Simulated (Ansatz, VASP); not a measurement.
Sb2W: VASP beside Ansatz

Contents of INCAR:

```
SYSTEM = Sb2W
PREC = Accurate
ENCUT = 520
EDIFF = 1E-7
ISMEAR = 0
SIGMA = 0.05
LREAL = .False.
LASPH = .True.
NELM = 80
ALGO = Normal
ISIF = 2
LWAVE = .False.
LCHARG = .False.
GGA = PE
NBANDS = 19
ISYM = 0
```

The input KPOINTS:

```
Automatic mesh
0
Gamma
  12 12 6
  0 0 0
```

File POSCAR:

```
Sb2W
1.0
    3.4649380352      0.0000000000      0.0000000000
   -1.7324690176      3.0007243611      0.0000000000
    0.0000000000      0.0000000000      6.7174239015
W Sb
1 2
Direct
    0.0000000000      0.0000000000      0.0000000000
    0.3333333333      0.6666666667      0.2847523219
    0.6666666667      0.3333333333      0.7152476781
```

Input for Ansatz:

```yaml
crystal:
  lattice:
    - [3.464938035245, 0.0, 0.0]
    - [-1.732469017622, 3.000724361061, 0.0]
    - [0.0, 0.0, 6.7174239015]
  atoms:
    - { symbol: W, position: [0.0, 0.0, 0.0] }
    - { symbol: Sb, position: [0.3333333333333, 0.6666666666667, 0.2847523219] }
    - { symbol: Sb, position: [0.6666666666667, 0.3333333333333, 0.7152476781] }
  symmetry: { detect: false }
basis:
  ecutwfc: 420
  ecutrho_ratio: 4
kpoints:
  mp_grid: { grid: [12, 12, 6] }
hamiltonian:
  xc: pbe
scf:
  occupations: { method: gaussian, width: 0.05 }
output:
  forces: true
  stress: true
  write_density: true
  write_potential: true
  elf: true
  volumetric_format: npy
```

Alike in both runs: task single point; functional PBE; k mesh 12 × 12 × 6; occupations gaussian, width 0.05 eV; no spin polarisation.

```csv
,VASP,Ansatz
version,VASP 6.6.1,Ansatz 0.2.0
potentials or method,"VASP PAW PBE potentials, release 64 (W_sv, Sb), cutoff 520 eV","scalar-relativistic, plane waves, PAW"
valence electrons in the cell,24,44
```

Ansatz gave:

* gap on the k mesh at the Fermi level (eV): none
* pressure (GPa): 0.0
* traceless stress, the component that is largest in VASP (GPa): -0.04
* rms of the force components (eV/Å): 0.000

Q: Estimate VASP's values.

A: gap on the k mesh at the Fermi level (eV): none; pressure (GPa): -0.1; traceless stress, the component that is largest in VASP (GPa): -0.07; rms of the force components (eV/Å): 0.005.

Atom by atom the forces differ by 0.005 eV/Å (rms over components). A gap of «none» marks a metal or a gap that the smearing closes. With one functional, cell and mesh, what is left measures potentials, basis and numerics. VASP's potentials hold 24 valence electrons a cell and Ansatz's 44, so a difference there can come from the potentials and not from the codes.

Spin-orbit coupling is off throughout.
